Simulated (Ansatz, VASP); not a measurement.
**Hf2Sb3Ir: VASP beside Ansatz**

```
Sb Ir Hf
1.0
     3.99623    0.00000    0.00000
     0.00000    3.99623    0.00000
     0.00000    0.00000    8.75826
Sb Ir Hf
3 1 2
Direct
  0.50000 0.50000 0.00000
  0.00000 0.50000 0.38200
  0.50000 0.00000 0.61800
  0.00000 0.00000 0.00000
  0.00000 0.50000 0.73400
  0.50000 0.00000 0.26600
```

Alike in both runs: task single point; functional r2SCAN; k mesh 9 × 9 × 4; occupations fermi-dirac, width 0.026 eV; no spin polarisation.

|  | VASP | Ansatz |
| --- | --- | --- |
| version | VASP 6.6.1 | Ansatz 0.2.0 |
| potentials or method | VASP PAW PBE potentials, release 64 (Sb, Ir, Hf_pv), cutoff 520 eV | PAW plane waves |
| valence electrons in the cell | 44 | 114 |

```tsv
	VASP	Ansatz	Ansatz less VASP
pressure (GPa)	-7.8	-7.5	+0.25
rms of the force components (eV/Å)	0.387	0.383	-0.0047
```

VASP's potentials were made for PBE, not for r2SCAN. With one functional, cell and mesh, what is left measures potentials, basis and numerics. VASP's potentials hold 44 valence electrons a cell and Ansatz's 114, so a difference there can come from the potentials and not from the codes.

Neither program's run includes spin-orbit coupling.
